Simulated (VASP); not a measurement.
Set up this calculation in VASP 6.6.1, as the native input.

```
Task                   : single point
Functional             : PBE
Dispersion             : D3(BJ)
Potentials or basis    : VASP PAW PBE potentials, release 64 (Si)
Cutoff                 : 500 eV
k mesh                 : 10 × 10 × 10
Occupations            : gaussian, width 0.02 eV
Spin                   : no spin polarisation
Dipole correction      : no
Further INCAR settings : ALGO = Normal; EDIFF = 1e-06; NBANDS = 11
```

The structure of Si lies in POSCAR:

```
Si
1.0
    0.0000000000      2.7105460470      2.7105460470
    2.7105460470      0.0000000000      2.7105460470
    2.7105460470      2.7105460470      0.0000000000
Si
2
Direct
    0.0000000000      0.0000000000      0.0000000000
    0.2500000000      0.2500000000      0.2500000000
```

One way to write it, as run:

INCAR

```
  ALGO = Normal
  EDIFF = 1E-6
  ENCUT = 500
  GGA = PE
  GGA_COMPAT = F
  ISIF = 2
  ISMEAR = 0
  IVDW = 12
  LASPH = T
  LCHARG = T
  LELF = T
  LREAL = F
  LVHAR = T
  LWAVE = F
  NBANDS = 11
  NELM = 120
  PREC = Accurate
  SIGMA = 0.02
```

KPOINTS

```
k-points
0
Gamma
  10 10 10
```

Potentials or basis: VASP PAW PBE potentials, release 64 (Si).

Run with:

```bash
$ cat potpaw_PBE.64/Si/POTCAR > POTCAR
$ mpirun -np 1 vasp_std > vasp.out
```

Results of the run:

```yaml
Pressure: -0.1 GPa
Band_gap_on_the_k_mesh: 0.57 eV (least direct gap 2.57 eV)
Dispersion_energy_per_atom: -0.316 eV
```

Run time: 23 s on 1 thread of Intel Xeon 8259CL, with other jobs on the host, peak memory 0.16 GiB.
